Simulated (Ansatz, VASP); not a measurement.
**Rb: VASP beside Ansatz**

The input INCAR:

```
SYSTEM = Rb
ALGO = Normal
EDIFF = 1E-7
ENCUT = 520
GGA = PS
ISIF = 2
ISMEAR = -1
LASPH = .True.
LCHARG = .False.
LREAL = .False.
LWAVE = .False.
NBANDS = 16
NELM = 60
PREC = Accurate
SIGMA = 0.05
```

File KPOINTS:

```
k-points
0
Gamma
  8 8 8
  0 0 0
```

The input POSCAR:

```
Rb
1.0
    0.0000000000      5.0674443306      5.0674443306
    5.0674443306      0.0000000000      5.0674443306
    5.0674443306      5.0674443306      0.0000000000
Rb
2
Direct
   -0.1250000000     -0.1250000000     -0.1250000000
    0.1250000000      0.1250000000      0.1250000000
```

Input for Ansatz:

```yaml
crystal:
  lattice:
    - [0.0, 5.0674443306, 5.0674443306]
    - [5.0674443306, 0.0, 5.0674443306]
    - [5.0674443306, 5.0674443306, 0.0]
  atoms:
    - { symbol: Rb, position: [-0.125, -0.125, -0.125] }
    - { symbol: Rb, position: [0.125, 0.125, 0.125] }
kpoints:
  mp_grid: { grid: [8, 8, 8] }
  band_path:
    path:
      - [0.0, 0.0, 0.0]
      - [0.5, 0.0, 0.5]
      - [0.625, 0.25, 0.625]
      - [0.375, 0.375, 0.75]
      - [0.0, 0.0, 0.0]
      - [0.5, 0.5, 0.5]
      - [0.5, 0.25, 0.75]
      - [0.5, 0.0, 0.5]
    npoints: 14
scf:
  occupations: { method: fermi_dirac, width: 0.05 }
hamiltonian:
  xc: pbesol
  pseudopotentials: { kind: all_electron, lapw: { basis_error: 0.001 } }
output:
  forces: true
  stress: true
  eigenvalues: true
  populations: true
  dos: { projected: true, de: 0.2, e_range: [-14, 8] }
```

Alike in both runs: task single point; functional PBEsol; k mesh 8 × 8 × 8; occupations fermi-dirac, width 0.05 eV; no spin polarisation.

|  | VASP | Ansatz |
| --- | --- | --- |
| version | VASP 6.6.1 | Ansatz 0.2.0 |
| potentials or method | VASP PAW PBE potentials, release 64 (Rb_sv), cutoff 520 eV | all-electron LAPW, scalar-relativistic |

```tsv
	VASP	Ansatz	Ansatz less VASP
pressure (GPa)	0.0	0.0	0.00
```

VASP's potentials were made for PBE, not for PBEsol. Ansatz ran all-electron here, and VASP with PAW potentials.
